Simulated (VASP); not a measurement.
Set up this calculation in VASP 6.6.1, as the native input.

- Task: single point
- Functional: r2SCAN
- Potentials or basis: VASP PAW PBE potentials, release 64 (Cd, Se)
- Cutoff: 520 eV
- k mesh: 6 × 6 × 4
- Occupations: gaussian, width 0.01 eV
- Spin: no spin polarisation
- Dipole correction: no
- Further INCAR settings: ALGO = Normal; EDIFF = 1e-06; NBANDS = 26

Crystal: CdSe (Cadmoselite).

```
Cd Se
1.0
     4.42684    0.00000    0.00000
    -2.21342    3.83376    0.00000
     0.00000    0.00000    6.94928
Cd Se
2 2
Direct
  0.33333 0.66667 0.00040
  0.66667 0.33333 0.50040
  0.33333 0.66667 0.38460
  0.66667 0.33333 0.88460
```

This cell differs from its parent crystal: film at in-plane strain +0.02.

One way to write it, as run:

POSCAR

```
CdSe
1.0
    4.4268428714      0.0000000000      0.0000000000
   -2.2134214357      3.8337583852      0.0000000000
    0.0000000000      0.0000000000      6.9492799358
Cd Se
2 2
Direct
    0.3333333333      0.6666666667      0.0003981812
    0.6666666667      0.3333333333      0.5003981812
    0.3333333333      0.6666666667      0.3846018188
    0.6666666667      0.3333333333      0.8846018188
```

INCAR.step1

```
SYSTEM = CdSe
  PREC = Accurate
  ENCUT = 520
  ISMEAR = 0
  SIGMA = 0.01
  LREAL = .False.
  LASPH = .True.
  NELM = 80
  NBANDS = 26
  GGA = PE
  ALGO = Normal
  EDIFF = 1E-4
  LWAVE = .True.
  LCHARG = .False.
```

INCAR.step2

```
SYSTEM = CdSe
  PREC = Accurate
  ENCUT = 520
  EDIFF = 1E-6
  ISMEAR = 0
  SIGMA = 0.01
  LREAL = .False.
  LASPH = .True.
  NELM = 80
  ALGO = Normal
  ISIF = 2
  LWAVE = .False.
  LCHARG = .True.
  METAGGA = R2SCAN
  LMIXTAU = .True.
  LELF = .True.
  LVHAR = .True.
  NBANDS = 26
  ISTART = 1
```

KPOINTS

```
regular mesh
0
Gamma
  6 6 4
  0 0 0
```

Potentials or basis: VASP PAW PBE potentials, release 64 (Cd, Se).

Command:

```console
$ cat potpaw_PBE.64/Cd/POTCAR potpaw_PBE.64/Se/POTCAR > POTCAR
$ cp INCAR.step1 INCAR
$ mpirun -np 1 vasp_std > vasp.out
$ cp INCAR.step2 INCAR
$ mpirun -np 1 vasp_std > vasp.out
```

It gave:

```yaml
Pressure: -0.8 GPa
Band_gap_on_the_k_mesh: 1.01 eV, direct
```

Caveat: the cell differs from its parent crystal (film at in-plane strain +0.02); the PAW data sets were made with another functional, which shifts forces and pressure a little.

It took 2.6 min on 1 thread of AMD EPYC 9R45 96-Core Processor (Zen 5) (shared host), peak memory 0.27 GiB.
